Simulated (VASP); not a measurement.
# LiSc12 (a cell with a defect) in VASP: notebook

LiSc12 (a cell with a defect) is run at these levels: PBE; tasks: single point.

Everything below comes from runs of VASP 6.6.1. Logs are shortened: lines on timing, memory, paths and dates and some standing lists are left out, and cuts for length are marked.

### Step 1. The cell of the first run

The cell holds a defect, 13 atoms: a = 6.620 Å, b = 9.930 Å, c = 5.276 Å, α = 90.00°, β = 90.00°, γ = 120.00°.

### Step 2. Single point, PBE

File INCAR:

```
SYSTEM = LiSc12
PREC = Accurate
ENCUT = 520
EDIFF = 1E-6
ISMEAR = -1
SIGMA = 0.15
LREAL = .FALSE.
LASPH = .TRUE.
NELM = 60
ALGO = Normal
ISIF = 2
LWAVE = .FALSE.
LCHARG = .FALSE.
GGA = PE
NBANDS = 80
```

File KPOINTS:

```
regular mesh
0
G
  3 2 3
  0 0 0
```

File POSCAR:

```
LiSc12
1.0
    6.6200000000      0.0000000000      0.0000000000
   -4.9650000000      8.5996320000      0.0000000000
    0.0000000000      0.0000000000      5.2761400000
Sc Li
12 1
Direct
    0.0090959877     -0.0095854102      0.0020035480
    0.1659570767      0.2016650247      0.5044526870
    0.0227341681      0.3307057790      0.0053897357
    0.1843869096      0.5593998673      0.5110779850
    0.0099079795      0.6561602869      0.0119623437
    0.2408299301      0.9130084869      0.4905051799
    0.5222399468     -0.0018567074     -0.0073705398
    0.6922691862      0.2201353500      0.4987542029
    0.5019495846      0.3127251259     -0.0001425284
    0.6276470847      0.4935953073      0.4968023972
    0.5095556220      0.6588217961      0.0093107840
    0.6648259643      0.9072442867      0.4904970300
   -0.1572423093      0.7585711807      0.5455217261
```

Potentials or basis: VASP PAW PBE potentials, release 64 (Sc_sv, Li_sv).

Started as:

```bash
$ cat potpaw_PBE.64/Sc_sv/POTCAR potpaw_PBE.64/Li_sv/POTCAR > POTCAR
$ mpirun -np 1 vasp_std > vasp.out
```

OUTCAR:

```text
SYSTEM = LiSc12
   PREC = Accurate
   ENCUT = 520
   EDIFF = 1E-6
   ISMEAR = -1
   LREAL = .FALSE.
   LASPH = .TRUE.
   NELM = 60
   ISIF = 2
   GGA = PE

 ion  position               nearest neighbor table
   1  0.009  0.990  0.002-   2 3.19   2 3.21   9 3.23  12 3.26   7 3.26   6 3.28  11 3.30   5 3.32
                             3 3.33  12 3.36   7 3.36   6 3.38
   2  0.166  0.202  0.504-  10 2.98  12 3.14   6 3.14   1 3.19   1 3.21   8 3.23   9 3.25   3 3.27
                             3 3.28   9 3.29   8 3.40
   3  0.023  0.331  0.005-   8 3.22  11 3.24   9 3.27   4 3.27   2 3.27   5 3.28   8 3.28   2 3.28
                             7 3.31   4 3.32   1 3.33   9 3.36
   4  0.184  0.559  0.511-   5 3.21   5 3.22  11 3.22  11 3.24   3 3.27  10 3.31   3 3.32   8 3.32
                            12 3.33   6 3.34  10 3.41
   5  0.010  0.656  0.012-   4 3.21   4 3.22   3 3.28  11 3.29   1 3.32  11 3.33   6 3.36  10 3.39
                             9 3.39   7 3.40
   6  0.241  0.913  0.491-  13 2.31  12 2.84   8 3.02   7 3.08   7 3.10   2 3.14   1 3.28   4 3.34
                             5 3.36   1 3.38
   7  0.522  0.998  0.993-  12 3.08   6 3.08  12 3.09   6 3.10   9 3.19   8 3.23   1 3.26   8 3.28
                             3 3.31  11 3.33   1 3.36   5 3.40
   8  0.692  0.220  0.499-  10 2.95   6 3.02  12 3.02   3 3.22   7 3.23   2 3.23   9 3.24   9 3.25
                             3 3.28   7 3.28   4 3.32   2 3.40
   9  0.502  0.313  1.000-  10 3.05  10 3.08   7 3.19   1 3.23   8 3.24   2 3.25   8 3.25   3 3.27
                             2 3.29   3 3.36   5 3.39  11 3.41
  10  0.628  0.494  0.497-  13 2.30   8 2.95   2 2.98   9 3.05   9 3.08   4 3.31  11 3.35   5 3.39
                             4 3.41
  11  0.510  0.659  0.009-   4 3.22   4 3.24   3 3.24   5 3.29   1 3.30  12 3.32   5 3.33   7 3.33
                            10 3.35   9 3.41
  12  0.665  0.907  0.490-  13 2.32   6 2.84   8 3.02   7 3.08   7 3.09   2 3.14   1 3.26  11 3.32
                             4 3.33   1 3.36
  13  0.843  0.759  0.546-  10 2.30   6 2.31  12 2.32

  LATTYP: Found a simple monoclinic cell.
 ALAT       =     6.6200000000
 B/A-ratio  =     0.7970000000
 C/A-ratio  =     1.3228756170
 COS(beta)  =    -0.1889822420

  Lattice vectors:

 A1 = (   6.6200000000,   0.0000000000,   0.0000000000)
 A2 = (   0.0000000000,   0.0000000000,   5.2761400000)
 A3 = (  -1.6550000000,  -8.5996320000,   0.0000000000)

Analysis of symmetry for initial positions (statically):
=====================================================================
 Subroutine PRICEL returns:
 Original cell was already a primitive cell.

 Routine SETGRP: Setting up the symmetry group for a
[... 162 lines left out ...]
   EFERMI_NEDOS =   21; number of points for ismear=-14 and -15
   IALGO  =     38    algorithm
   IMIX   =      4    mixing-type and parameters
     AMIX     =   0.40;   BMIX     =  1.00
     AMIX_MAG =   1.60;   BMIX_MAG =  1.00
  volume/ion in A,a.u.               =      23.11       155.92
  Fermi-wavevector in a.u.,A,eV,Ry     =   1.254011  2.369737 21.395756  1.572544
  Thomas-Fermi vector in A             =   2.387836
   LORBIT       =      0    0 simple, 1 ext, 2 COOP (PROOUT), +10 PAW based schemes
   GGA     = PE    functional components
   LHFCALC =     F    Hartree Fock is set to
   AEXX    =    0.0000 exact exchange contribution
   IVDW    =     0    specifies the selected vdW correction
   LEPSILON=     F    determine dielectric tensor
   LRPA    =     F    only Hartree local field effects (RPA)
 non-spin polarized calculation
  energy-cutoff  :      520.00
  volume of cell :      300.37
 maximum number of plane-waves:      8103
 NGX is ok and might be reduce to    50
   NGX = 25   NGY = 37   NGZ = 19

 number of electron     135.0000004 magnetization

 Free energy of the ion-electron system (eV)
  ---------------------------------------------------
  ext. energy  EPLUGINS =         0.00000000
  ---------------------------------------------------
  free energy    TOTEN  =       -75.84501031 eV

  energy without entropy =      -74.32311968  energy(sigma->0) =      -75.08406500

 E-fermi :   3.7400     XC(G=0):  -9.9098

 val. band max:        3.7369938770   @ k =   0.0000   0.0000   0.3333
 cond. band min:       3.7443616659   @ k =   0.0000   0.5000   0.0000
 fundamental gap:      0.0073677889
 Fermi energy:         3.7400428423

 k-point     1 :       0.0000    0.0000    0.0000
  band No.  band energies     occupation
      1     -45.7753      2.00000
      2     -45.7286      2.00000
      3     -45.7055      2.00000
      4     -45.6656      2.00000
      5     -45.6481      2.00000
      6     -45.5603      2.00000
[... 809 lines left out ...]
     78       4.7688      0.00210
     79       4.8101      0.00159
 [bands above 79 left out]

------------------------ aborting loop because EDIFF is reached ----------------------------------------

  FORCE on cell =-STRESS in cart. coord.  units (eV):
  Direction    XX          YY          ZZ          XY          YZ          ZX
  --------------------------------------------------------------------------------------
  -------------------------------------------------------------------------------------
  Total        7.2829595      7.8731379     -0.7492356      0.0332449     -0.0930916      0.0178380
  in kB       38.8476103     41.9956467     -3.9964542      0.1773296     -0.4965546      0.0951488
  external PRESSURE =      25.6156010 kB  Pullay stress =       0.0000000 kB

 VOLUME and BASIS-vectors are now :
 -----------------------------------------------------------------------------
  energy-cutoff  :      520.00
  volume of cell :      300.37
      direct lattice vectors                 reciprocal lattice vectors
     6.620000000  0.000000000  0.000000000     0.151057402  0.087213034  0.000000000
    -4.965000000  8.599632000  0.000000000     0.000000000  0.116284046  0.000000000
     0.000000000  0.000000000  5.276140000     0.000000000  0.000000000  0.189532499

 POSITION                                       TOTAL-FORCE (eV/Angst)
 -----------------------------------------------------------------------------------
     -4.85719      8.51720      0.01057        -0.001281     -0.003308      0.000343
      0.09737      1.73424      2.66156        -0.000158     -0.006083      0.000550
     -1.49145      2.84395      0.02844        -0.003884      0.002015      0.001789
     -1.55678      4.81063      2.69652         0.001869     -0.000856      0.003000
     -3.19225      5.64274      0.06312         0.003798     -0.000366      0.004733
     -2.93879      7.85154      2.58797        -0.004262     -0.000362     -0.006807
     -1.49855      8.58366      5.23725         0.003108      0.004975     -0.006070
      3.48985      1.89308      2.63150         0.004718      0.006626     -0.002141
      1.77023      2.68932      5.27539         0.003306     -0.003252     -0.002626
      1.70432      4.24474      2.62120        -0.003257      0.002805     -0.006738
      0.10221      5.66563      0.04912        -0.004145      0.004998      0.004611
     -0.10332      7.80197      2.58793         0.007005     -0.004712     -0.009425
      1.81275      6.52343      2.87825        -0.006818     -0.002479      0.018782
 -----------------------------------------------------------------------------------
    total drift:                                0.000100     -0.000524     -0.000488

  FREE ENERGIE OF THE ION-ELECTRON SYSTEM (eV)
  ---------------------------------------------------
  free  energy   TOTEN  =       -75.8450103139 eV

  energy  without entropy=      -74.3231196770  energy(sigma->0) =      -75.08406500
```

OSZICAR:

```text
N       E                     dE             d eps       ncg     rms          rms(c)
DAV:   1     0.316900009293E+04    0.31690E+04   -0.57137E+04  1600   0.180E+03
DAV:   2     0.183146437723E+03   -0.29859E+04   -0.29597E+04  2320   0.861E+02
DAV:   3    -0.636899317388E+02   -0.24684E+03   -0.24022E+03  2560   0.350E+02
[... 17 lines left out ...]
DAV:  21    -0.758450053733E+02   -0.20320E-05   -0.21352E-05  1056   0.696E-03    0.630E-04
DAV:  22    -0.758450070000E+02   -0.16267E-05   -0.17046E-05  1040   0.506E-03    0.551E-04
DAV:  23    -0.758450083323E+02   -0.13323E-05   -0.13741E-05  1040   0.423E-03    0.306E-04
DAV:  24    -0.758450094139E+02   -0.10816E-05   -0.11050E-05  1040   0.352E-03    0.355E-04
DAV:  25    -0.758450103139E+02   -0.90000E-06   -0.89925E-06  1040   0.284E-03
   1 F= -.75845010E+02 E0= -.75084065E+02  d E =-.152189E+01
```

stdout:

```text
POSCAR found type information on POSCAR ScLi
 POSCAR found :  2 types and      13 ions
 scaLAPACK will be used
 LDA part: xc-table for (Slater+PW92), standard interpolation
 -----------------------------------------------------------------------------
|                                                                             |
|           W    W    AA    RRRRR   N    N  II  N    N   GGGG   !!!           |
|           W    W   A  A   R    R  NN   N  II  NN   N  G    G  !!!           |
|           W    W  A    A  R    R  N N  N  II  N N  N  G       !!!           |
|           W WW W  AAAAAA  RRRRR   N  N N  II  N  N N  G  GGG   !            |
|           WW  WW  A    A  R   R   N   NN  II  N   NN  G    G                |
|           W    W  A    A  R    R  N    N  II  N    N   GGGG   !!!           |
|                                                                             |
|     Your reciprocal lattice and k-lattice belong to different lattice       |
|     classes:                                                                |
|                                                                             |
|        The reciprocal lattice is simple monoclinic,                         |
|        whereas your k-lattice is hexagonal.                                 |
|                                                                             |
|     Results are often still useful ...                                      |
|                                                                             |
 -----------------------------------------------------------------------------

 POSCAR, INCAR and KPOINTS ok, starting setup
 FFT: planning ... GRIDC
 FFT: planning ... GRID_SOFT
 FFT: planning ... GRID
 WAVECAR not read
 entering main loop
```

It took 13 min on 1 thread of AMD EPYC 7R43 (Zen 3), shared host; peak memory 0.41 GiB.

Results:

```
Free energy            : -75.8450 eV
Largest force          : 0.020 eV/Å
Band gap on the k mesh : zero (an odd number of electrons rules out a gap without spin polarisation)
```

Forces on the atoms (eV/Å):
```
Sc  -0.001 -0.003  0.000
Sc   0.000 -0.006  0.001
Sc  -0.004  0.002  0.002
Sc   0.002 -0.001  0.003
Sc   0.004  0.000  0.005
Sc  -0.004  0.000 -0.007
Sc   0.003  0.005 -0.006
Sc   0.005  0.007 -0.002
Sc   0.003 -0.003 -0.003
Sc  -0.003  0.003 -0.007
Sc  -0.004  0.005  0.005
Sc   0.007 -0.005 -0.009
Li  -0.007 -0.002  0.019
```

Levels at points of the mesh, in eV from the Fermi level:
```tsv
k point	band 66	band 67	band 68	band 69	band 70	band 71
(0.00, 0.00, 0.00)	-0.44	-0.27	-0.23	-0.20	0.02	0.29
(0.00, 0.50, 0.00)	-0.31	-0.28	-0.19	-0.18	-0.10	0.00
```

Caveat: the k points lie up to 0.40 Å⁻¹ apart, too coarse for converged energies and pressures of a metal; the cutoff is under 1.25 times the usual one of these potentials, so pressure, stress and relaxed cells hold a basis-set (Pulay) error.

### Step 3. Single point, PBE

File INCAR:

```
SYSTEM = LiSc12
  PREC = Accurate
  ENCUT = 520
  EDIFF = 1E-6
  ISMEAR = -1
  SIGMA = 0.15
  LREAL = .FALSE.
  LASPH = .TRUE.
  NELM = 60
  ALGO = Normal
  ISIF = 2
  LWAVE = .FALSE.
  LCHARG = .FALSE.
  GGA = PE
  NBANDS = 80
```

KPOINTS is that of step 2.

File POSCAR:

```
LiSc12
1.0
    6.6200000000      0.0000000000      0.0000000000
   -4.9650000000      8.5996320000      0.0000000000
    0.0000000000      0.0000000000      5.2761400000
Sc Li
12 1
Direct
    0.0089720637     -0.0105045193      0.0012440913
    0.1649589021      0.2008503387      0.5028052705
    0.0237635051      0.3311924278      0.0035641586
    0.1829507362      0.5596599948      0.5073462797
    0.0097123196      0.6564327404      0.0083583832
    0.2426514556      0.9143900576      0.4935841354
    0.5242539762     -0.0010428353     -0.0047688272
    0.6938360405      0.2207525857      0.4991239808
    0.5021995880      0.3120298636     -0.0003930904
    0.6241114932      0.4928622527      0.4972766075
    0.5091332846      0.6592226272      0.0057983677
    0.6647335518      0.9066680993      0.4937649494
   -0.1558604629      0.7581356970      0.5302270220
```

Potentials or basis: VASP PAW PBE potentials, release 64 (Sc_sv, Li_sv).

Started as:

```bash
$ cat potpaw_PBE.64/Sc_sv/POTCAR potpaw_PBE.64/Li_sv/POTCAR > POTCAR
$ mpirun -np 1 vasp_std > vasp.out
```

It took 18 min on 1 thread of Intel Xeon 8259CL, shared host; peak memory 0.48 GiB.

The run converged. Its results:

* Free energy: -75.8426 eV
* Largest force: 0.024 eV/Å
* Band gap on the k mesh: zero (an odd number of electrons rules out a gap without spin polarisation)

Forces on the atoms (eV/Å):
```
Sc  -0.005  0.004 -0.001
Sc   0.005  0.002  0.002
Sc   0.002 -0.003  0.001
Sc   0.001  0.000  0.003
Sc  -0.011  0.002 -0.002
Sc   0.006 -0.016 -0.003
Sc  -0.006 -0.002 -0.007
Sc  -0.012  0.006 -0.002
Sc  -0.007  0.001 -0.003
Sc   0.023  0.007 -0.001
Sc   0.012  0.003  0.003
Sc   0.001  0.000 -0.009
Li  -0.009 -0.003  0.017
```

Levels at points of the mesh, in eV from the Fermi level:
| k point | band 64 | band 65 | band 66 | band 67 | band 68 | band 69 | band 70 | band 71 | band 72 | band 73 |
| --- | --- | --- | --- | --- | --- | --- | --- | --- | --- | --- |
| (0.00, 0.00, 0.00) | -0.56 | -0.47 | -0.44 | -0.27 | -0.23 | -0.20 | 0.01 | 0.29 | 0.39 | 0.66 |
| (0.00, 0.50, 0.00) | -0.61 | -0.50 | -0.31 | -0.28 | -0.19 | -0.17 | -0.11 | 0.00 | 0.65 | 0.78 |

Caveat: the k points lie up to 0.40 Å⁻¹ apart, too coarse for converged energies and pressures of a metal; the cutoff is under 1.25 times the usual one of these potentials, so pressure, stress and relaxed cells hold a basis-set (Pulay) error.
